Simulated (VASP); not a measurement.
# CoO (Fm-3m) in VASP: notebook

CoO is run at these levels: PBEsol; tasks: electric field gradients, density of states.

Everything below comes from runs of VASP 6.6.1. Logs are shortened: lines on timing, memory, paths and dates and some standing lists are left out, and cuts for length are marked.

## 1. The cell of the first run

Symmetry: Fm-3m, No. 225, cubic system. Conventional cell: a = 4.319 Å, b = 4.319 Å, c = 4.319 Å, α = 90.00°, β = 90.00°, γ = 90.00°. Co (site symmetry m-3m) has 6 O at 2.16 Å within 2.9 Å. O (site symmetry m-3m) has 6 Co at 2.16 Å within 2.9 Å.

## 2. Electric field gradients, PBEsol, collinear spin, ferromagnetic start (volume scaled by 1.04)

Contents of INCAR:

```
PREC     = Accurate       # precision mode
ENCUT    = 520            # plane-wave cutoff, eV
EDIFF    = 1E-8           # SCF threshold, eV
ISMEAR   = -1             # smearing method
SIGMA    = 0.05           # smearing width, eV
LREAL    = F              # projectors in reciprocal space
LASPH    = T              # aspherical terms in the spheres
NELM     = 150            # most SCF steps
ALGO     = Normal         # electronic algorithm
ISIF     = 2              # what is computed and relaxed
LWAVE    = F              # write WAVECAR
LCHARG   = F              # write CHGCAR
ISPIN    = 2              # spin polarisation
MAGMOM   = 2 0            # initial moments
LORBIT   = 11             # projections on sites
LMAXMIX  = 4              # l up to which the mixer works
GGA      = PS             # functional
LEFG     = T            
NBANDS   = 18             # bands
```

Contents of KPOINTS:

```
regular mesh
0
Gamma
  16 16 16
```

Contents of POSCAR:

```
CoO
1.0
    0.0000000000      2.1595492692      2.1595492692
    2.1595492692      0.0000000000      2.1595492692
    2.1595492692      2.1595492692      0.0000000000
Co O
1 1
Direct
    0.0000000000      0.0000000000      0.0000000000
    0.5000000000      0.5000000000      0.5000000000
```

Potentials or basis: VASP PAW PBE potentials, release 64 (Co, O).

Launch:

```bash
> cat potpaw_PBE.64/Co/POTCAR potpaw_PBE.64/O/POTCAR > POTCAR
> mpirun -np 1 vasp_std > vasp.out
```

OUTCAR:

```text
PREC = Accurate
   ENCUT = 520
   EDIFF = 1E-8
   ISMEAR = -1
   LREAL = F
   LASPH = T
   NELM = 150
   ISIF = 2
   ISPIN = 2
   LORBIT = 11
   GGA = PS

 ion  position               nearest neighbor table
   1  0.000  0.000  0.000-   2 2.16   2 2.16   2 2.16   2 2.16   2 2.16   2 2.16
   2  0.500  0.500  0.500-   1 2.16   1 2.16   1 2.16   1 2.16   1 2.16   1 2.16

  LATTYP: Found a face centered cubic cell.
 ALAT       =     4.3190985384

  Lattice vectors:

 A1 = (   0.0000000000,   2.1595492692,   2.1595492692)
 A2 = (   2.1595492692,   0.0000000000,   2.1595492692)
 A3 = (   2.1595492692,   2.1595492692,   0.0000000000)

Analysis of symmetry for initial positions (statically):
=====================================================================
 Subroutine PRICEL returns:
 Original cell was already a primitive cell.

 Routine SETGRP: Setting up the symmetry group for a
 face centered cubic supercell.

 Subroutine GETGRP returns: Found 48 space group operations
 (whereof 48 operations were pure point group operations)
 out of a pool of 48 trial point group operations.

The static configuration has the point symmetry O_h .

Analysis of symmetry for dynamics (positions and initial velocities):
=====================================================================
 Subroutine PRICEL returns:
 Original cell was already a primitive cell.

 Routine SETGRP: Setting up the symmetry group for a
 face centered cubic supercell.

 Subroutine GETGRP returns: Found 48 space group operations
 (whereof 48 operations were pure point group operations)
 out of a pool of 48 trial point group operations.

The dynamic configuration has the point symmetry O_h .

Analysis of structural, dynamic, and magnetic symmetry:
=====================================================================
 Subroutine PRICEL returns:
 Original cell was already a primitive cell.

 Routine SETGRP: Setting up the symmetry group for a
 face centered cubic supercell.

 Subroutine GETGRP returns: Found 48 space group operations
 (whereof 48 operations were pure point group operations)
 out of a pool of 48 trial point group operations.

The overall configuration has the point symmetry O_h .

 Subroutine INISYM returns: Found 48 space group operations
 (whereof 48 operations are pure point group operations),
 and found     1 'primitive' translations

----------------------------------------------------------------------------------------

                                     Primitive cell

  volume of cell :      20.1428

  direct lattice vectors                    reciprocal lattice vectors
     0.000000000  2.159549269  2.159549269    -0.231529795  0.231529795  0.231529795
     2.159549269  0.000000000  2.159549269     0.231529795 -0.231529795  0.231529795
     2.159549269  2.159549269  0.000000000     0.231529795  0.231529795 -0.231529795

  length of vectors
     3.054063865  3.054063865  3.054063865     0.401021369  0.401021369  0.401021369

  position of ions in fractional coordinates (direct lattice)
     0.000000000  0.000000000  0.000000000
     0.500000000  0.500000000  0.500000000

  ion indices of the primitive-cell ions
   primitive index   ion index
                 1           1
                 2           2

----------------------------------------------------------------------------------------

 KPOINTS: regular mesh

Automatic generation of k-mesh.
 Grid dimensions read from file:
 generate k-points for:   16   16   16

 Generating k-lattice:

  Cartesian coordinates                     Fractional coordinates (reciprocal lattice)
[... 52 lines left out ...]
   ISTART =      0    job   : 0-new  1-cont  2-samecut
   ICHARG =      2    charge: 1-file 2-atom 10-const
   ISPIN  =      2    spin polarized calculation?
   LNONCOLLINEAR =      F non collinear calculations
   LSORBIT =      F    spin-orbit coupling
   LASPH  =      T    aspherical Exc in radial PAW
   ENCUT  =  520.0 eV  38.22 Ry    6.18 a.u.   5.68  5.68  5.68*2*pi/ulx,y,z
   NELM   =    150;   NELMIN=  2; NELMDL= -5     # of ELM steps
   EDIFF  = 0.1E-07   stopping-criterion for ELM
   LREAL  =      F    real-space projection
   EDIFFG = 0.1E-06   stopping-criterion for IOM
   NSW    =      0    number of steps for IOM
   IBRION =     -1    ionic relax: 0-MD 1-quasi-New 2-CG
   NFREE  =      0    steps in history (QN), initial steepest desc. (CG)
   ISIF   =      2    stress and relaxation
   ISYM   =      2    0-nonsym 1-usesym 2-fastsym
   POTIM  = 0.5000    time-step for ionic-motion
   TEBEG  =    0.0;   TEEND  =   0.0 temperature during run
   PSTRESS=    0.0 pullay stress
   NELECT =      15.0000    total number of electrons
   NUPDOWN=      -1.0000    fix difference up-down
   EMIN   =  10.00;   EMAX   =-10.00  energy-range for DOS
   EFERMI =   0.00;   METHOD = LEGACY
   ISMEAR =    -1;   SIGMA  =   0.05  broadening in eV -4-tet -1-fermi 0-gaus
   EFERMI_NEDOS =   21; number of points for ismear=-14 and -15
   IALGO  =     38    algorithm
   IMIX   =      4    mixing-type and parameters
     AMIX     =   0.40;   BMIX     =  1.00
     AMIX_MAG =   1.60;   BMIX_MAG =  1.00
  volume/ion in A,a.u.               =      10.07        67.97
  Fermi-wavevector in a.u.,A,eV,Ry     =   1.483880  2.804127 29.958669  2.201900
  Thomas-Fermi vector in A             =   2.597486
   LORBIT       =     11    0 simple, 1 ext, 2 COOP (PROOUT), +10 PAW based schemes
   GGA     = PS    functional components
   LHFCALC =     F    Hartree Fock is set to
   AEXX    =    0.0000 exact exchange contribution
   IVDW    =     0    specifies the selected vdW correction
   LEPSILON=     F    determine dielectric tensor
   LRPA    =     F    only Hartree local field effects (RPA)
 spin polarized calculation
  energy-cutoff  :      520.00
  volume of cell :       20.14
 maximum number of plane-waves:       560
   NGX = 11   NGY = 11   NGZ = 11

 number of electron      15.0000002 magnetization       2.9868035

 Free energy of the ion-electron system (eV)
  ---------------------------------------------------
  ext. energy  EPLUGINS =         0.00000000
  ---------------------------------------------------
  free energy    TOTEN  =       -13.89098663 eV

  energy without entropy =      -13.85792508  energy(sigma->0) =      -13.87445586

 E-fermi :   7.2462     XC(G=0): -12.4245

 val. band max:        7.2432625771   @ k =  -0.3750   0.3750   0.0000
 cond. band min:       7.2470502852   @ k =   0.5000   0.2500   0.0625
 fundamental gap:      0.0037877081
 Fermi energy:         7.2461921213

 spin component 1

 k-point     1 :       0.0000    0.0000    0.0000
  band No.  band energies     occupation
      1     -12.6054      1.00000
      2       3.9704      1.00000
      3       3.9704      1.00000
      4       4.1464      1.00000
      5       4.1464      1.00000
      6       4.1464      1.00000
[... 493 lines left out ...]
     17      29.4579      0.00000
     18      32.2551      0.00000

 [... further k-points ...]

 spin component 2

 k-point     1 :       0.0000    0.0000    0.0000
  band No.  band energies     occupation
      1     -12.0479      1.00000
      2       4.8267      1.00000
      3       4.8267      1.00000
      4       4.8267      1.00000
      5       6.2265      1.00000
      6       6.2265      1.00000
[... 493 lines left out ...]
     17      30.2575      0.00000
     18      33.0810      0.00000

 [... further k-points ...]
[... 5 lines left out ...]
  --------------------------------------------------------------------------------------
  -------------------------------------------------------------------------------------
  Total       -2.1036411     -2.1036411     -2.1036411      0.0000000     -0.0000000      0.0000000
  in kB     -167.3257897   -167.3257897   -167.3257897      0.0000000     -0.0000000      0.0000000
  external PRESSURE =    -167.3257897 kB  Pullay stress =       0.0000000 kB

 VOLUME and BASIS-vectors are now :
 -----------------------------------------------------------------------------
  energy-cutoff  :      520.00
  volume of cell :       20.14
      direct lattice vectors                 reciprocal lattice vectors
     0.000000000  2.159549269  2.159549269    -0.231529795  0.231529795  0.231529795
     2.159549269  0.000000000  2.159549269     0.231529795 -0.231529795  0.231529795
     2.159549269  2.159549269  0.000000000     0.231529795  0.231529795 -0.231529795

 POSITION                                       TOTAL-FORCE (eV/Angst)
 -----------------------------------------------------------------------------------
      0.00000      0.00000      0.00000        -0.000000      0.000000      0.000000
      2.15955      2.15955      2.15955         0.000000     -0.000000      0.000000
 -----------------------------------------------------------------------------------
    total drift:                                0.000000     -0.000000     -0.000000

  FREE ENERGIE OF THE ION-ELECTRON SYSTEM (eV)
  ---------------------------------------------------
  free  energy   TOTEN  =       -13.8909866341 eV

  energy  without entropy=      -13.8579250816  energy(sigma->0) =      -13.87445586

 Electric field gradients (V/A^2)
---------------------------------------------------------------------
 ion       V_xx      V_yy      V_zz      V_xy      V_xz      V_yz
---------------------------------------------------------------------
   1      -0.000    -0.000     0.000     0.001     0.001     0.001
   2       0.000     0.000     0.000    -0.002    -0.002    -0.002
---------------------------------------------------------------------

 Electric field gradients after diagonalization (V/A^2)
 (convention: |V_zz| > |V_xx| > |V_yy|)
----------------------------------------------------------------------
 ion       V_xx      V_yy      V_zz     asymmetry (V_yy - V_xx)/ V_zz
----------------------------------------------------------------------
   1      -0.001    -0.001     0.002       0.000
   2       0.002     0.002    -0.004       0.000
----------------------------------------------------------------------

           NMR quadrupolar parameters

 Cq : quadrupolar parameter    Cq=e*Q*V_zz/h
 eta: asymmetry parameters     (V_yy - V_xx)/ V_zz
 Q  : nuclear electric quadrupole moment in mb (millibarn)
----------------------------------------------------------------------
 ion       Cq(MHz)       eta       Q (mb)
----------------------------------------------------------------------
   1       0.000       0.000       1.000
   2      -0.000       0.000       1.000
----------------------------------------------------------------------

 total charge

# of ion       s       p       d       tot
------------------------------------------
    1        0.287   0.334   7.113   7.734
    2        1.551   3.380   0.000   4.931
--------------------------------------------------
tot          1.837   3.714   7.113  12.665

 magnetization (x)

# of ion       s       p       d       tot
------------------------------------------
    1        0.019   0.016   2.568   2.603
    2        0.028   0.299   0.000   0.327
--------------------------------------------------
tot          0.047   0.315   2.568   2.930
```

Run time: 76 s. Hardware: 1 thread of Intel Xeon Platinum 8375C at 2.90GHz (Ice Lake), shared host; peak memory 0.21 GiB.

Results:

```yaml
Free_energy: -13.8910 eV
Pressure: -16.7 GPa
Band_gap_on_the_k_mesh: zero (filled and empty bands overlap)
Net_moment: 2.99 μB per cell
Site_moments: Co +2.60; O +0.33 μB
Valence_electrons_inside_the_program's_atomic_spheres: Co 7.73; O 4.93
```

Levels at points of the mesh, in eV from the Fermi level:
Spin up:
```tsv
k point	band 7	band 8	band 9	band 10	band 11	band 12
(0.00, 0.00, 0.00)	-3.05	-3.05	-3.05	0.64	16.44	17.60
(0.50, 0.00, 0.00)	-1.90	-0.04	-0.04	4.77	8.81	12.95
(0.50, 0.50, 0.00)	-2.51	-2.17	-2.17	5.42	9.38	11.27
```
Spin down:
| k point | band 3 | band 4 | band 5 | band 6 | band 7 | band 8 | band 9 | band 10 |
| --- | --- | --- | --- | --- | --- | --- | --- | --- |
| (0.00, 0.00, 0.00) | -2.42 | -2.42 | -1.02 | -1.02 | -1.02 | -0.08 | -0.08 | 1.20 |
| (0.50, 0.00, 0.00) | -4.43 | -4.43 | -0.11 | -0.11 | 0.19 | 2.47 | 2.47 | 5.08 |
| (0.50, 0.50, 0.00) | -3.64 | -3.64 | -2.09 | 0.14 | 0.14 | 0.36 | 0.76 | 6.26 |

Caveat: the cell differs from its parent crystal (volume scaled by 1.04); without QUAD_EFG the Cq values of the log hold for a quadrupole moment of 1 mb, not for the nuclei; the PAW data sets were made with another functional, which shifts forces and pressure a little; a cell with one magnetic atom can't hold antiferromagnetic order, which such compounds often take; semilocal functionals often make such compounds metallic where correlation or magnetic order opens a gap, which also shifts bond lengths.

## 3. Density of states, PBEsol, collinear spin, ferromagnetic start

This run uses another cell than the first one, of 9.68 Å³/atom, 0.962 times its volume.

Contents of POSCAR:

```
CoO
1.0
    0.0000000000      2.1315000000      2.1315000000
    2.1315000000      0.0000000000      2.1315000000
    2.1315000000      2.1315000000      0.0000000000
Co O
1 1
Direct
    0.0000000000      0.0000000000      0.0000000000
    0.5000000000      0.5000000000      0.5000000000
```

Contents of INCAR.step1:

```
SYSTEM = CoO
  PREC = Accurate
  ENCUT = 520
  EDIFF = 1E-6
  ISMEAR = -1
  SIGMA = 0.05
  LREAL = .False.
  LASPH = .True.
  NELM = 150
  ALGO = Normal
  ISIF = 2
  LWAVE = .False.
  LCHARG = .True.
  ISPIN = 2
  MAGMOM = 2 0
  LMAXMIX = 4
  GGA = PS
  NBANDS = 18
```

Contents of KPOINTS.step1:

```
regular mesh
0
Gamma
  16 16 16
  0 0 0
```

Contents of INCAR.step2:

```
SYSTEM = CoO
  PREC = Accurate
  ENCUT = 520
  EDIFF = 1E-6
  ISMEAR = -5
  SIGMA = 0.05
  LREAL = .False.
  LASPH = .True.
  NELM = 150
  ALGO = Normal
  ISIF = 2
  LWAVE = .False.
  LCHARG = .False.
  ISPIN = 2
  MAGMOM = 2 0
  LORBIT = 11
  LMAXMIX = 4
  GGA = PS
  NBANDS = 18
  NEDOS = 1001
  ICHARG = 11
```

Contents of KPOINTS.step2:

```
regular mesh
0
Gamma
  24 24 24
  0 0 0
```

Potentials or basis: VASP PAW PBE potentials, release 64 (Co, O).

Launch:

```bash
> cat potpaw_PBE.64/Co/POTCAR potpaw_PBE.64/O/POTCAR > POTCAR
> cp INCAR.step1 INCAR
> cp KPOINTS.step1 KPOINTS
> mpirun -np 1 vasp_std > vasp.out
> cp INCAR.step2 INCAR
> cp KPOINTS.step2 KPOINTS
> mpirun -np 1 vasp_std > vasp.out
```

It took 2.3 min on 1 thread of Intel Xeon Platinum 8375C at 2.90GHz (Ice Lake), shared host; peak memory 0.32 GiB.

Results (log left out):

| Quantity | Value |
| --- | --- |
| Net moment | 2.95 μB per cell |
| Site moments | Co +2.60; O +0.33 μB |
| Valence electrons inside the program's atomic spheres | Co 7.79; O 4.95 |

Levels at points of the mesh, in eV from the Fermi level:
Spin up:
```
           k point  band 5  band 6  band 7  band 8  band 9  band 10  band 11  band 12  band 13  band 14
(0.00, 0.00, 0.00)   -3.21   -3.21   -3.15   -3.15   -3.15     0.83    16.57    17.89    17.89    17.89
(0.50, 0.00, 0.00)   -2.42   -2.42   -1.87    0.06    0.06     4.85     9.16    13.21    13.21    20.21
(0.50, 0.50, 0.00)   -4.01   -2.94   -2.43   -2.14   -2.14     5.67     9.62    11.44    15.52    15.52
```
Spin down:
```csv
k point,band 2,band 3,band 4,band 5,band 6,band 7,band 8,band 9,band 10,band 11
"(0.00, 0.00, 0.00)",-2.59,-2.59,-2.59,-1.10,-1.10,-1.10,-0.13,-0.13,1.39,16.51
"(0.50, 0.00, 0.00)",-7.66,-4.70,-4.70,-0.12,-0.12,0.19,2.56,2.56,5.16,9.99
"(0.50, 0.50, 0.00)",-6.47,-3.86,-3.86,-2.25,0.15,0.15,0.34,0.81,6.51,10.13
```

Caveat: the PAW data sets were made with another functional, which shifts forces and pressure a little; a cell with one magnetic atom can't hold antiferromagnetic order, which such compounds often take; semilocal functionals often make such compounds metallic where correlation or magnetic order opens a gap, which also shifts bond lengths; tetrahedron occupations give inexact forces and stress in metals.
